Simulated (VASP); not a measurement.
Here is a VASP 6.6.1 calculation.

POSCAR

```
C
1.0
   -0.0516797267      1.7996493800      1.7996493800
    1.7996493800     -0.0516797267      1.7996493800
    1.7996493800      1.7996493800     -0.0516797267
C
2
Direct
   -0.0000596674     -0.0000596674     -0.0000596674
    0.2500596674      0.2500596674      0.2500596674
```

INCAR.step1

```
  PREC = Accurate
  ENCUT = 520
  ISMEAR = 0
  SIGMA = 0.01
  LREAL = False
  LASPH = True
  NELM = 100
  NBANDS = 11
  GGA = PE
  ALGO = Normal
  EDIFF = 1E-4
  LWAVE = True
  LCHARG = False
```

The input INCAR.step2:

```
  PREC = Accurate
  ENCUT = 520
  EDIFF = 1E-6
  ISMEAR = 0
  SIGMA = 0.01
  LREAL = False
  LASPH = True
  NELM = 100
  ALGO = Normal
  ISIF = 2
  LWAVE = False
  LCHARG = False
  METAGGA = R2SCAN
  LMIXTAU = True
  NBANDS = 11
  ISTART = 1
```

KPOINTS

```
Automatic mesh
0
Gamma
  12 12 12
```

Potentials or basis: VASP PAW PBE potentials, release 64 (C).

Launch:

```console
$ cat potpaw_PBE.64/C/POTCAR > POTCAR
$ cp INCAR.step1 INCAR
$ mpirun -np 1 vasp_std > vasp.out
$ cp INCAR.step2 INCAR
$ mpirun -np 1 vasp_std > vasp.out
```

Predict the largest force.

0.017 eV/Å.

Predict the pressure.

-27.6 GPa.

Estimate the band gap on the k mesh.

4.11 eV (least direct gap 5.22 eV).

Stress tensor (GPa, compression positive):
```
-27.59  14.32  14.32
 14.32 -27.59  14.32
 14.32  14.32 -27.59
```

Caveat: the cell differs from its parent crystal (epitaxial 111 strain +4.0%); the cell stands under tension; the PAW data sets were made with another functional, which shifts forces and pressure a little. A k mesh can miss the band edges.
